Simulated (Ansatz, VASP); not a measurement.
# Nb in VASP and in Ansatz

```
CELL_PARAMETERS angstrom
0.00000 2.16453 2.16453
2.16453 0.00000 2.16453
2.16453 2.16453 0.00000
ATOMIC_POSITIONS crystal
Nb 0.00000 0.00000 0.00000
```

Alike in both runs: task single point; functional BLYP; k mesh 14 × 14 × 14; occupations fermi-dirac, width 0.1 eV; no spin polarisation.

|  | VASP | Ansatz |
| --- | --- | --- |
| version | VASP 6.6.1 | Ansatz 0.2.0 |
| potentials or method | VASP PAW PBE potentials, release 64 (Nb_sv), cutoff 520 eV | plane waves (420 eV) with PAW, scalar-relativistic |
| valence electrons in the cell | 13 | 13 |

```csv
,VASP,Ansatz,Ansatz less VASP
pressure (GPa),-5.7,-5.7,+0.02
```

VASP's potentials were made for PBE, not for BLYP.
